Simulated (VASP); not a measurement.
## GaN (sol): single point with PBEsol

Crystal: GaN (sol).

```xyz
4
Lattice="3.1828 0.0000 0.0000 -1.5914 2.7564 0.0000 0.0000 0.0000 5.1857" Properties=species:S:1:pos:R:3 pbc="T T T"
Ga    0.0000    1.8376   -0.1430
Ga    1.5914    0.9188    2.4499
N     0.0000    1.8376    2.0980
N     1.5914    0.9188    4.6908
```

```yaml
Program: VASP 6.6.1
Task: single point
Functional: PBEsol
Potentials_or_basis: VASP PAW PBE potentials, release 64 (Ga_d, N)
Cutoff: 520 eV
k_mesh: 12 × 12 × 6
Occupations: gaussian, width 0.01 eV
Spin: no spin polarisation
```

```yaml
Pressure: 4.7 GPa
Largest_force: 1.322 eV/Å
Band_gap_on_the_k_mesh: 1.74 eV, direct
```

Forces on the atoms (eV/Å):
```
Ga   0.000  0.000  1.322
Ga   0.000  0.000  1.322
N    0.000  0.000 -1.322
N    0.000  0.000 -1.322
```

Stress tensor (GPa, compression positive):
```
 9.83  0.00  0.00
 0.00  9.83  0.00
 0.00  0.00 -5.41
```

Levels at points of the mesh, in eV from the valence-band top:
```
           k point  band 16  band 17  band 18  band 19  band 20  band 21
(0.00, 0.00, 0.00)    -0.55    -0.55     0.00     1.74     3.54     8.93
(0.50, 0.00, 0.00)    -3.32    -1.98    -1.70     4.48     5.25     5.77
(0.00, 0.00, 0.50)    -0.95    -0.95    -0.95     3.90     3.90     7.88
(0.50, 0.00, 0.50)    -2.69    -1.55    -1.55     4.19     4.19     6.67
```

Wall time 42 s on 1 thread of Intel(R) Xeon(R) 6975P-C (Granite Rapids), with other jobs on the host, peak memory 0.21 GiB.

Caveat: the PAW data sets were made with another functional, which shifts forces and pressure a little.
